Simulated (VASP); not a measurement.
# Al (C2/m) in VASP: notebook

Al is run at these levels: PBE; tasks: single point.

Everything below comes from runs of VASP 6.6.1. Logs are shortened: lines on timing, memory, paths and dates and some standing lists are left out, and cuts for length are marked.

### 1 The cell of the first run

Symmetry: C2/m, No. 12, monoclinic system. Conventional cell: a = 3.235 Å, b = 4.575 Å, c = 9.155 Å, α = 90.00°, β = 92.02°, γ = 90.00°. Al (site symmetry m) has 14 Al at 2.63 to 3.25 Å within 3.5 Å. Within 3.7 Å of Al (site symmetry m) lie 14 Al at 2.80 to 3.23 Å.

### 2 Single point, PBE

INCAR reads:

```
SYSTEM = Al
ALGO     = Fast           ! electronic algorithm
EDIFF    = 1E-6           ! SCF threshold, eV
ENCUT    = 520            ! plane-wave cutoff, eV
GGA      = PE             ! functional
ISIF     = 2              ! what is computed and relaxed
ISMEAR   = 0              ! smearing method
LASPH    = .TRUE.         ! aspherical terms in the spheres
LCHARG   = .FALSE.        ! write CHGCAR
LREAL    = .FALSE.        ! projectors in reciprocal space
LWAVE    = .FALSE.        ! write WAVECAR
NBANDS   = 14             ! bands
NELM     = 60             ! most SCF steps
PREC     = Accurate       ! precision mode
SIGMA    = 0.15           ! smearing width, eV
```

KPOINTS reads:

```
k-points
0
G
  16 16 5
  0 0 0
```

POSCAR reads:

```
Al
1.0
   -1.6174623135      1.6174623135     -1.6174623135
   -1.6174623135     -1.6174623135      1.6174623135
   -0.3234924627      6.4698492542      6.4698492542
Al
4
Direct
   -0.0875000000     -0.0875000000      0.8750000000
    0.4875000000      0.4875000000      0.1250000000
   -0.0375000000     -0.0375000000      0.3750000000
    0.4375000000      0.4375000000      0.6250000000
```

Potentials or basis: VASP PAW PBE potentials, release 64 (Al).

Started as:

```sh
$ cat potpaw_PBE.64/Al/POTCAR > POTCAR
$ mpirun -np 1 vasp_std > vasp.out
```

OUTCAR:

```text
SYSTEM = Al
   EDIFF = 1E-6
   ENCUT = 520
   GGA = PE
   ISIF = 2
   ISMEAR = 0
   LASPH = .TRUE.
   LREAL = .FALSE.
   NELM = 60
   PREC = Accurate

 ion  position               nearest neighbor table
   1  0.913  0.913  0.875-   2 2.63   4 2.80   4 2.80   2 3.00   4 3.23   4 3.23   2 3.25   2 3.25

   2  0.487  0.487  0.125-   1 2.63   3 2.80   3 2.80   1 3.00   3 3.23   3 3.23   1 3.25   1 3.25

   3  0.962  0.962  0.375-   2 2.80   4 2.80   4 2.80   2 2.80   2 3.23   4 3.23   4 3.23   2 3.23

   4  0.438  0.438  0.625-   3 2.80   1 2.80   3 2.80   1 2.80   3 3.23   1 3.23   1 3.23   3 3.23

  LATTYP: Found a base centered monoclinic cell.
 ALAT       =     3.2349246270
 B/A-ratio  =     1.4142135624
 C/A-ratio  =     2.8301943397
 COS(beta)  =    -0.0353332627

  Lattice vectors:

 A1 = (   1.6174623135,  -1.6174623135,   1.6174623135)
 A2 = (   1.6174623135,   1.6174623135,  -1.6174623135)
 A3 = (  -0.3234924627,   6.4698492542,   6.4698492542)

Analysis of symmetry for initial positions (statically):
=====================================================================
 Subroutine PRICEL returns:
 Original cell was already a primitive cell.

 Routine SETGRP: Setting up the symmetry group for a
 base centered monoclinic supercell.

 Subroutine GETGRP returns: Found  4 space group operations
 (whereof  2 operations were pure point group operations)
 out of a pool of  4 trial point group operations.

The static configuration has the point symmetry C_1h.
 The point group associated with its full space group is C_2h.

Analysis of symmetry for dynamics (positions and initial velocities):
=====================================================================
 Subroutine PRICEL returns:
 Original cell was already a primitive cell.

 Routine SETGRP: Setting up the symmetry group for a
 base centered monoclinic supercell.

 Subroutine GETGRP returns: Found  4 space group operations
 (whereof  2 operations were pure point group operations)
 out of a pool of  4 trial point group operations.

The dynamic configuration has the point symmetry C_1h.
 The point group associated with its full space group is C_2h.

 Subroutine INISYM returns: Found  4 space group operations
 (whereof  2 operations are pure point group operations),
 and found     1 'primitive' translations

----------------------------------------------------------------------------------------

                                     Primitive cell

  volume of cell :      67.7053
[... 102 lines left out ...]
   TEBEG  =    0.0;   TEEND  =   0.0 temperature during run
   PSTRESS=    0.0 pullay stress
   NELECT =      12.0000    total number of electrons
   NUPDOWN=      -1.0000    fix difference up-down
   EMIN   =  10.00;   EMAX   =-10.00  energy-range for DOS
   EFERMI =   0.00;   METHOD = LEGACY
   ISMEAR =     0;   SIGMA  =   0.15  broadening in eV -4-tet -1-fermi 0-gaus
   EFERMI_NEDOS =   21; number of points for ismear=-14 and -15
   IALGO  =     68    algorithm
   IMIX   =      4    mixing-type and parameters
     AMIX     =   0.40;   BMIX     =  1.00
     AMIX_MAG =   1.60;   BMIX_MAG =  1.00
  volume/ion in A,a.u.               =      16.93       114.22
  Fermi-wavevector in a.u.,A,eV,Ry     =   0.919590  1.737774 11.505718  0.845646
  Thomas-Fermi vector in A             =   2.044801
   LORBIT       =      0    0 simple, 1 ext, 2 COOP (PROOUT), +10 PAW based schemes
   GGA     = PE    functional components
   LHFCALC =     F    Hartree Fock is set to
   AEXX    =    0.0000 exact exchange contribution
   IVDW    =     0    specifies the selected vdW correction
   LEPSILON=     F    determine dielectric tensor
   LRPA    =     F    only Hartree local field effects (RPA)
 non-spin polarized calculation
 RMM-DIIS sequential band-by-band and
 Gauss-broadening in eV      SIGMA  =   0.15
  energy-cutoff  :      520.00
  volume of cell :       67.71
 maximum number of plane-waves:      1844
 NGX is ok and might be reduce to    24
   NGX = 11   NGY = 11   NGZ = 35

 number of electron      12.0000000 magnetization

 Free energy of the ion-electron system (eV)
  ---------------------------------------------------
  ext. energy  EPLUGINS =         0.00000000
  ---------------------------------------------------
  free energy    TOTEN  =       -14.56189283 eV

  energy without entropy =      -14.54157552  energy(sigma->0) =      -14.55173418

 E-fermi :   7.7172     XC(G=0): -10.1071

 val. band max:        7.7166430186   @ k =  -0.3125   0.4375   0.2000
 cond. band min:       7.7192052384   @ k =   0.3750   0.1875  -0.0000
 fundamental gap:      0.0025622198
 Fermi energy:         7.7171959758

 k-point     1 :       0.0000    0.0000    0.0000
  band No.  band energies     occupation
      1      -3.2199      2.00000
      2      -1.4628      2.00000
      3      -1.4596      2.00000
      4       3.5046      2.00000
      5       3.9057      2.00000
      6      11.9271      0.00000
      7      11.9724      0.00000
      8      15.7643      0.00000
      9      15.9798      0.00000
     10      17.0160      0.00000
     11      17.2025      0.00000
     12      17.2561      0.00000
     13      17.5912      0.00000
     14      17.7589      0.00000
[... 377 lines left out ...]
      1      -3.1094      2.00000
      2      -1.3535      2.00000
      3      -1.3504      2.00000
      4       3.6072      2.00000
      5       4.0141      2.00000
      6      12.0118      0.00000
      7      12.0619      0.00000
      8      14.3983      0.00000
      9      15.7166      0.00000
     10      15.9358      0.00000
     11      16.6805      0.00000
     12      17.5455      0.00000
     13      18.1082      0.00000
     14      18.1460      0.00000

 [... further k-points ...]
[... 5 lines left out ...]
  --------------------------------------------------------------------------------------
  -------------------------------------------------------------------------------------
  Total        0.0963212      0.2193725      0.2193725      0.3867179      0.2689299      0.3867179
  in kB        2.2793453      5.1912301      5.1912301      9.1512911      6.3639558      9.1512911
  external PRESSURE =       4.2206018 kB  Pullay stress =       0.0000000 kB

 VOLUME and BASIS-vectors are now :
 -----------------------------------------------------------------------------
  energy-cutoff  :      520.00
  volume of cell :       67.71
      direct lattice vectors                 reciprocal lattice vectors
    -1.617462313  1.617462313 -1.617462313    -0.309126213  0.146834951 -0.162291262
    -1.617462313 -1.617462313  1.617462313    -0.309126213 -0.162291262  0.146834951
    -0.323492463  6.469849254  6.469849254     0.000000000  0.077281553  0.077281553

 POSITION                                       TOTAL-FORCE (eV/Angst)
 -----------------------------------------------------------------------------------
     -3.23492      5.66112      5.66112        -0.294077     -0.147508     -0.147508
     -1.61746      0.80873      0.80873         0.294077      0.147508      0.147508
     -3.23492      2.42619      2.42619        -0.016774     -0.004817     -0.004817
     -1.61746      4.04366      4.04366         0.016774      0.004817      0.004817
 -----------------------------------------------------------------------------------
    total drift:                               -0.000001     -0.000000     -0.000000

  FREE ENERGIE OF THE ION-ELECTRON SYSTEM (eV)
  ---------------------------------------------------
  free  energy   TOTEN  =       -14.5618928327 eV

  energy  without entropy=      -14.5415755174  energy(sigma->0) =      -14.55173418
```

OSZICAR:

```text
N       E                     dE             d eps       ncg     rms          rms(c)
DAV:   1     0.547493458751E+01    0.54749E+01   -0.42059E+03  9660   0.679E+02
DAV:   2    -0.140141994388E+02   -0.19489E+02   -0.18049E+02 12728   0.855E+01
DAV:   3    -0.146526655179E+02   -0.63847E+00   -0.63155E+00 12482   0.126E+01
DAV:   4    -0.146568770054E+02   -0.42115E-02   -0.42107E-02 11612   0.130E+00
DAV:   5    -0.146569257682E+02   -0.48763E-04   -0.48762E-04 12596   0.143E-01    0.243E+00
RMM:   6    -0.146006820376E+02    0.56244E-01   -0.70389E-03  9687   0.464E-01    0.141E+00
RMM:   7    -0.145623706342E+02    0.38311E-01   -0.17791E-02 10094   0.718E-01    0.176E-01
RMM:   8    -0.145620569638E+02    0.31367E-03   -0.64127E-04 10611   0.165E-01    0.151E-01
RMM:   9    -0.145619053526E+02    0.15161E-03   -0.18710E-04 10832   0.783E-02    0.515E-02
RMM:  10    -0.145618922341E+02    0.13118E-04   -0.44309E-05 11071   0.424E-02    0.308E-02
RMM:  11    -0.145618940878E+02   -0.18537E-05   -0.99150E-06 11361   0.210E-02    0.204E-02
RMM:  12    -0.145618930553E+02    0.10325E-05   -0.29021E-06  9965   0.111E-02    0.844E-03
RMM:  13    -0.145618928327E+02    0.22258E-06   -0.83450E-07  6518   0.556E-03
   1 F= -.14561893E+02 E0= -.14551734E+02  d E =-.203173E-01
```

Run time: 5 min. Hardware: 1 thread of Intel Xeon 8259CL, shared host; peak memory 0.37 GiB.

Results:

| Quantity | Value |
| --- | --- |
| Free energy | -14.5619 eV |
| Pressure | 0.4 GPa |
| Largest force | 0.361 eV/Å |
| Band gap on the k mesh | zero (bands 6 and 7 overlap by 6.45 eV) |

Forces on the atoms (eV/Å):
```
Al  -0.294 -0.148 -0.148
Al   0.294  0.148  0.148
Al  -0.017 -0.005 -0.005
Al   0.017  0.005  0.005
```

### 3 Single point, PBE

INCAR reads:

```
SYSTEM = Al
PREC     = Accurate       ! precision mode
ENCUT    = 520            ! plane-wave cutoff, eV
EDIFF    = 1E-7           ! SCF threshold, eV
ISMEAR   = 0              ! smearing method
SIGMA    = 0.15           ! smearing width, eV
LREAL    = .FALSE.        ! projectors in reciprocal space
LASPH    = .TRUE.         ! aspherical terms in the spheres
NELM     = 100            ! most SCF steps
ALGO     = Fast           ! electronic algorithm
ISIF     = 2              ! what is computed and relaxed
LWAVE    = .FALSE.        ! write WAVECAR
LCHARG   = .TRUE.         ! write CHGCAR
GGA      = PE             ! functional
LELF     = .TRUE.         ! ELF
LVHAR    = .TRUE.       
ISYM     = 0            
NBANDS   = 14             ! bands
```

KPOINTS reads:

```
regular mesh
0
G
  16 16 5
  0 0 0
```

POSCAR reads:

```
Al
1.0
   -1.6174623135      1.6174623135     -1.6174623135
   -1.6174623135     -1.6174623135      1.6174623135
   -1.6174623135      6.1463567915      6.7933417169
Al
4
Direct
   -0.3500000000     -0.5250000000      0.8750000000
    0.4500000000      0.4250000000      0.1250000000
   -0.1500000000     -0.2250000000      0.3750000000
    0.2500000000      0.1250000000      0.6250000000
```

Potentials or basis: VASP PAW PBE potentials, release 64 (Al).

Started as:

```sh
$ cat potpaw_PBE.64/Al/POTCAR > POTCAR
$ mpirun -np 1 vasp_std > vasp.out
```

OUTCAR:

```text
SYSTEM = Al
   PREC = Accurate
   ENCUT = 520
   EDIFF = 1E-7
   ISMEAR = 0
   LREAL = .FALSE.
   LASPH = .TRUE.
   NELM = 100
   ISIF = 2
   GGA = PE
   ISYM = 0

 ion  position               nearest neighbor table
   1  0.650  0.475  0.875-   2 2.33   4 2.80   4 2.80   4 3.23   4 3.23   2 3.35   2 3.35
   2  0.450  0.425  0.125-   1 2.33   3 2.80   3 2.80   3 3.23   3 3.23   1 3.35   1 3.35
   3  0.850  0.775  0.375-   2 2.80   2 2.80   4 2.80   4 2.80   4 3.23   2 3.23   4 3.23   2 3.23

   4  0.250  0.125  0.625-   3 2.80   1 2.80   3 2.80   1 2.80   1 3.23   3 3.23   1 3.23   3 3.23

IMPORTANT INFORMATION: All symmetrisations will be switched off!
NOSYMM: (Re-)initialisation of all symmetry stuff for point group C_1.

----------------------------------------------------------------------------------------

                                     Primitive cell

  volume of cell :      67.7053

  direct lattice vectors                    reciprocal lattice vectors
    -1.617462313  1.617462313 -1.617462313    -0.309126213  0.123650485 -0.185475728
    -1.617462313 -1.617462313  1.617462313    -0.309126213 -0.200932039  0.108194175
    -1.617462313  6.146356791  6.793341717     0.000000000  0.077281553  0.077281553

  length of vectors
     2.801526906  2.801526906  9.302869333     0.381116391  0.384237790  0.109292621

  position of ions in fractional coordinates (direct lattice)
     0.650000000  0.475000000  0.875000000
     0.450000000  0.425000000  0.125000000
     0.850000000  0.775000000  0.375000000
     0.250000000  0.125000000  0.625000000

  ion indices of the primitive-cell ions
   primitive index   ion index
                 1           1
                 2           2
                 3           3
                 4           4

----------------------------------------------------------------------------------------

 KPOINTS: regular mesh

Automatic generation of k-mesh.
 Grid dimensions read from file:
 generate k-points for:   16   16    5

 Generating k-lattice:

  Cartesian coordinates                     Fractional coordinates (reciprocal lattice)
[... 113 lines left out ...]
 non-spin polarized calculation
 RMM-DIIS sequential band-by-band and
 Gauss-broadening in eV      SIGMA  =   0.15
  energy-cutoff  :      520.00
  volume of cell :       67.71
 maximum number of plane-waves:      1845
 NGX is ok and might be reduce to    24
   NGX = 11   NGY = 11   NGZ = 35

 number of electron      12.0000000 magnetization

 Free energy of the ion-electron system (eV)
  ---------------------------------------------------
  ext. energy  EPLUGINS =         0.00000000
  ---------------------------------------------------
  free energy    TOTEN  =       -14.17168390 eV

  energy without entropy =      -14.15209934  energy(sigma->0) =      -14.16189162

 E-fermi :   7.6732     XC(G=0): -10.0921

 val. band max:        7.6679940257   @ k =   0.1250   0.2500   0.2000
 cond. band min:       7.6745649144   @ k =   0.4375   0.3125  -0.0000
 fundamental gap:      0.0065708887
 Fermi energy:         7.6732079016

 k-point     1 :       0.0000    0.0000    0.0000
  band No.  band energies     occupation
      1      -3.2390      2.00000
      2      -1.4933      2.00000
      3      -1.4689      2.00000
      4       3.4306      2.00000
      5       3.9076      2.00000
      6      11.6370      0.00000
      7      11.9847      0.00000
      8      15.9731      0.00000
      9      16.0522      0.00000
     10      16.4239      0.00000
     11      16.4406      0.00000
     12      17.7669      0.00000
     13      17.8179      0.00000
     14      18.5395      0.00000
[... 377 lines left out ...]
      1      -2.9354      2.00000
      2      -1.2259      2.00000
      3      -1.1368      2.00000
      4       3.6967      2.00000
      5       4.2178      2.00000
      6      11.7597      0.00000
      7      12.2381      0.00000
      8      13.1567      0.00000
      9      13.5548      0.00000
     10      15.8646      0.00000
     11      16.7803      0.00000
     12      16.9761      0.00000
     13      17.1768      0.00000
     14      18.0169      0.00000

 [... further k-points ...]
[... 5 lines left out ...]
  --------------------------------------------------------------------------------------
  -------------------------------------------------------------------------------------
  Total       -0.2235488      1.2018018      3.5893194      0.0419681      1.7543636      0.0385715
  in kB       -5.2900579     28.4394339     84.9376406      0.9931323     41.5152527      0.9127557
  external PRESSURE =      36.0290055 kB  Pullay stress =       0.0000000 kB

 VOLUME and BASIS-vectors are now :
 -----------------------------------------------------------------------------
  energy-cutoff  :      520.00
  volume of cell :       67.71
      direct lattice vectors                 reciprocal lattice vectors
    -1.617462313  1.617462313 -1.617462313    -0.309126213  0.123650485 -0.185475728
    -1.617462313 -1.617462313  1.617462313    -0.309126213 -0.200932039  0.108194175
    -1.617462313  6.146356791  6.793341717     0.000000000  0.077281553  0.077281553

 POSITION                                       TOTAL-FORCE (eV/Angst)
 -----------------------------------------------------------------------------------
     -3.23492      5.66112      5.66112        -0.001152     -1.041729     -1.899186
     -1.61746      0.80873      0.80873         0.001153      1.041728      1.899185
     -3.23492      2.42619      2.42619         0.000685     -0.058246     -0.062639
     -1.61746      4.04366      4.04366        -0.000686      0.058248      0.062641
 -----------------------------------------------------------------------------------
    total drift:                               -0.000001     -0.000001      0.000001

  FREE ENERGIE OF THE ION-ELECTRON SYSTEM (eV)
  ---------------------------------------------------
  free  energy   TOTEN  =       -14.1716839003 eV

  energy  without entropy=      -14.1520993384  energy(sigma->0) =      -14.16189162
```

Run time: 11 min. Hardware: 1 thread of Intel Xeon 8259CL, shared host; peak memory 0.54 GiB.

Results:

| Item | Value |
| --- | --- |
| Free energy | -14.1717 eV |
| Pressure | 3.6 GPa |
| Largest force | 2.166 eV/Å |
| Band gap on the k mesh | zero (bands 6 and 7 overlap by 6.54 eV) |

Forces in eV/Å, atoms in the order of the input:
```
Al  -0.001 -1.042 -1.899
Al   0.001  1.042  1.899
Al   0.001 -0.058 -0.063
Al  -0.001  0.058  0.063
```

Levels at points of the mesh, in eV from the Fermi level:
| k point | band 3 | band 4 | band 5 | band 6 | band 7 | band 8 | band 9 | band 10 |
| --- | --- | --- | --- | --- | --- | --- | --- | --- |
| (0.00, 0.00, 0.00) | -9.14 | -4.24 | -3.77 | 3.96 | 4.31 | 8.30 | 8.38 | 8.75 |
| (0.50, 0.00, 0.00) | -4.65 | -4.59 | -3.58 | -2.91 | -0.50 | -0.01 | 2.20 | 2.67 |
| (0.00, 0.50, 0.00) | -4.95 | -4.78 | -3.11 | -2.56 | -1.06 | -0.55 | 2.93 | 3.33 |
| (0.50, 0.50, 0.00) | -2.80 | -2.61 | -1.97 | -1.89 | 1.06 | 2.23 | 2.33 | 2.43 |

Caveat: the cell stands under pressure; forces of over 1 eV/Å act on the atoms, so gaps and moduli don't describe the material at rest.
